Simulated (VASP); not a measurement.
Crystal: WSe2.

```
W Se
1.0
     1.65107    0.95325    6.57965
    -1.65107    0.95325    6.57965
     0.00000   -1.90650    6.57965
W Se
1 2
Direct
  0.99998 0.99998 0.99998
  0.41765 0.41765 0.41765
  0.24903 0.24903 0.24903
```

Program: VASP 6.6.1. Alike in all runs: task single point; no spin polarisation; cell as given; smearing gaussian 0.01 eV.

Q: Order these runs on this cell by their band gap on the k mesh, lowest first.
A. level r2SCAN+D4; potentials or basis VASP PAW PBE potentials, release 64 (W_sv, Se); k mesh 6 × 6 × 6; cutoff (eV) 550
B. level r2SCAN; potentials or basis VASP PAW PBE potentials, release 64 (W_sv, Se); k mesh 4 × 4 × 4; cutoff (eV) 550
C. level LDA; potentials or basis VASP PAW LDA potentials, release 64 (W_sv, Se); k mesh 6 × 6 × 6; cutoff (eV) 500

A: C (1.02 eV), A (1.20 eV), B (1.51 eV).

Caveats: some runs use coarse meshes; spin-orbit coupling is left out, which moves the levels of the heavy elements; the cell stands under tension (at least some runs).

A k mesh can miss the band edges.
